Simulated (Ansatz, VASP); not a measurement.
## One calculation of CdTe, two programs

The input POSCAR:

```
CdTe
1.0
    0.0000000000      3.2787246853      3.2787246853
    3.2787246853      0.0000000000      3.2787246853
    3.2787246853      3.2787246853      0.0000000000
Cd Te
1 1
Direct
    0.0000000000      0.0000000000      0.0000000000
    0.2500000000      0.2500000000      0.2500000000
```

The input INCAR.step1:

```
SYSTEM = CdTe
PREC = Accurate
ENCUT = 520
ISMEAR = -1
SIGMA = 0.025
LREAL = .FALSE.
LASPH = .TRUE.
NELM = 60
NBANDS = 16
GGA = PE
ALGO = Normal
EDIFF = 1E-4
LWAVE = .TRUE.
LCHARG = .FALSE.
```

INCAR.step2

```
SYSTEM = CdTe
PREC = Accurate
ENCUT = 520
EDIFF = 1E-6
ISMEAR = -1
SIGMA = 0.025
LREAL = .FALSE.
LASPH = .TRUE.
NELM = 60
ALGO = Normal
ISIF = 2
LWAVE = .FALSE.
LCHARG = .FALSE.
METAGGA = R2SCAN
LMIXTAU = .TRUE.
IVDW = 13
VDW_S6 = 1.0
VDW_S8 = 0.6018749
VDW_A1 = 0.51559235
VDW_A2 = 5.77342911
NBANDS = 16
ISTART = 1
```

File KPOINTS:

```
Automatic mesh
0
G
  10 10 10
  0 0 0
```

Input for Ansatz:

```yaml
crystal:
  lattice:
    - [0.0, 3.2787246853, 3.2787246853]
    - [3.2787246853, 0.0, 3.2787246853]
    - [3.2787246853, 3.2787246853, 0.0]
  atoms:
    - { symbol: Cd, position: [0.0, 0.0, 0.0] }
    - { symbol: Te, position: [0.25, 0.25, 0.25] }
basis:
  ecutwfc: 500
  ecutrho_ratio: 4
kpoints:
  mp_grid: { grid: [10, 10, 10] }
hamiltonian:
  xc: r2scan
  dispersion: d4
scf:
  occupations: { method: fermi_dirac, width: 0.025 }
output:
  forces: true
  stress: true
```

Alike in both runs: task single point; functional r2SCAN; dispersion D4; k mesh 10 × 10 × 10; occupations fermi-dirac, width 0.025 eV; no spin polarisation.

|  | VASP | Ansatz |
| --- | --- | --- |
| version | VASP 6.6.1 | Ansatz 0.2.0 |
| potentials or method | VASP PAW PBE potentials, release 64 (Cd, Te), cutoff 520 eV | scalar-relativistic, plane waves, PAW |
| valence electrons in the cell | 18 | 36 |

|  | VASP | Ansatz | Ansatz less VASP |
| --- | --- | --- | --- |
| pressure (GPa) | -0.4 | -0.5 | -0.11 |

VASP's potentials were made for PBE, not for r2SCAN. VASP's potentials hold 18 valence electrons a cell and Ansatz's 36, so a difference there can come from the potentials and not from the codes.

Spin-orbit coupling is off throughout.
